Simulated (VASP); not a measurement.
A run of VASP 6.6.1 is set up as follows.

File INCAR:

```
SYSTEM = BaTiO3
PREC = Accurate
ENCUT = 600
EDIFF = 1E-6
ISMEAR = -1
SIGMA = 0.05
LREAL = .FALSE.
LASPH = .TRUE.
NELM = 200
ALGO = Normal
ISIF = 2
LWAVE = .FALSE.
LCHARG = .FALSE.
LMAXMIX = 4
LDAU = .TRUE.
LDAUTYPE = 2
LDAUL = -1 2 -1
LDAUU = 0 1 0
LDAUJ = 0 0 0
LDAUPRINT = 1
GGA = CA
NBANDS = 51
GGA_COMPAT = .FALSE.
KPAR = 4
```

The input KPOINTS:

```
regular mesh
0
G
  7 7 4
  0 0 0
```

POSCAR

```
BaTiO3
1.0
   -3.9426143964     -0.0015727350     -0.0014881631
   -0.0016939859     -0.0018132103     -3.9446082101
   -0.0032452001     -7.8891620795     -0.0032558756
Ba Ti O
2 2 6
Direct
   -0.0037942324      0.9959617110      0.4979793022
   -0.0037983137      0.9959594842     -0.0020220467
    0.4892292425      0.4886248712      0.2443080618
    0.4892448195      0.4886314815      0.7443073971
    0.5037375369      0.0075244669      0.2519631192
    0.5037270008      0.0075159169      0.7519596195
    0.5037241858      0.5039127915      0.5037634808
    0.5037283506      0.5039145796      0.0037635301
    1.0071067880      0.5039816561      0.2519909730
    0.0070946318      0.5039730412      0.7519865531
```

Potentials or basis: VASP PAW LDA potentials, release 64 (Ba_sv, Ti_sv, O).

Command:

```console
$ cat potpaw_LDA.64/Ba_sv/POTCAR potpaw_LDA.64/Ti_sv/POTCAR potpaw_LDA.64/O/POTCAR > POTCAR
$ mpirun -np 4 vasp_std > vasp.out
```

Estimate the pressure.

2.9 GPa.

Predict the band gap on the k mesh.

2.12 eV.

What does it give for the largest force?

0.175 eV/Å.

Eigenvalues of the final occupation matrices:
| site | spin | trace | eigenvalues |
| --- | --- | --- | --- |
| site 3 d | 1 | 0.90 | 0.13 0.13 0.13 0.26 0.26 |
| site 3 d | 2 | 0.90 | 0.13 0.13 0.13 0.26 0.26 |
| site 4 d | 1 | 0.90 | 0.13 0.13 0.13 0.26 0.26 |
| site 4 d | 2 | 0.90 | 0.13 0.13 0.13 0.26 0.26 |

Caveat: spin-orbit coupling is left out, which moves the levels of the heavy elements. A k mesh can miss the band edges.
